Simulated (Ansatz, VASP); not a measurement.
**Two plane-wave programs on As**

```
As
1.0
     1.90555    1.10017    3.56030
    -1.90555    1.10017    3.56030
     0.00000   -2.20034    3.56030
As
2
Direct
  0.22600 0.22600 0.22600
  0.77400 0.77400 0.77400
```

Alike in both runs: task single point; functional PBE0; k mesh 4 × 4 × 4; occupations fermi-dirac, width 0.05 eV; no spin polarisation.

```csv
,VASP,Ansatz
version,VASP 6.6.1,Ansatz 0.2.0
potentials or method,"VASP PAW PBE potentials, release 64 (As)",Ansatz PAW
plane-wave cutoff (eV),520,420
valence electrons in the cell,10,30
```

```csv
,VASP,Ansatz,Ansatz less VASP
gap on the k mesh at the Fermi level (eV),1.14,1.02,-0.122
least direct gap on the mesh (eV),1.17,1.10,-0.070
pressure (GPa),-2.6,-2.1,+0.44
"traceless stress, the component that is largest in VASP (GPa)",-0.50,-0.50,+0.001
rms of the force components (eV/Å),0.258,0.262,+0.0037
```

Atom by atom the forces differ by 0.004 eV/Å (rms over components). VASP's potentials hold 10 valence electrons a cell and Ansatz's 30, so a difference there can come from the potentials and not from the codes.

The k mesh is coarse, so the values compare programs but aren't converged.
